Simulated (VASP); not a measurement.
InP: single point with r2SCAN

The system is InP.

```
In P
1.0
     0.00000    2.84259    2.97446
     2.84259    0.00000    2.97446
     2.84259    2.84259    0.00000
In P
1 1
Cartesian
  0.0000 0.0000 0.0000
  4.2639 4.2639 4.4617
```

This cell differs from its parent crystal: strain -0.030 along x and y, +0.015 along z.

```
Program             : VASP 6.6.1
Task                : single point
Functional          : r2SCAN
Potentials or basis : VASP PAW PBE potentials, release 64 (In_d, P)
Cutoff              : 520 eV
k mesh              : 8 × 8 × 8
Occupations         : gaussian, width 0.05 eV
Spin                : no spin polarisation
```

```json
{
 "Pressure": "5.3 GPa",
 "Band gap on the k mesh": "1.34 eV"
}
```

Stress tensor (GPa, compression positive):
```
6.05 0.00 0.00
0.00 6.05 0.00
0.00 0.00 3.93
```

Levels at points of the mesh, in eV from the valence-band top:
| k point | band 5 | band 6 | band 7 | band 8 | band 9 | band 10 | band 11 | band 12 | band 13 | band 14 |
| --- | --- | --- | --- | --- | --- | --- | --- | --- | --- | --- |
| (0.00, 0.00, 0.00) | -14.63 | -12.41 | -0.25 | 0.00 | 0.00 | 1.34 | 4.34 | 4.34 | 4.42 | 9.20 |
| (0.50, 0.00, 0.00) | -14.61 | -10.44 | -6.22 | -1.33 | -0.99 | 1.86 | 4.96 | 5.25 | 7.58 | 10.22 |
| (0.50, 0.50, 0.00) | -14.60 | -9.84 | -6.38 | -2.47 | -2.47 | 2.05 | 2.76 | 9.79 | 10.59 | 10.59 |
| (0.50, 0.00, 0.50) | -14.58 | -9.65 | -6.07 | -2.76 | -2.73 | 1.76 | 2.32 | 10.26 | 10.31 | 10.48 |

It took 3.6 min on 1 thread of Intel Xeon 8259CL, on a shared host, peak memory 0.2 GiB.

Caveat: the cell differs from its parent crystal (strain -0.030 along x and y, +0.015 along z); the cell stands under pressure; the PAW data sets were made with another functional, which shifts forces and pressure a little; spin-orbit coupling is left out, which moves the levels of the heavy elements. A k mesh can miss the band edges.
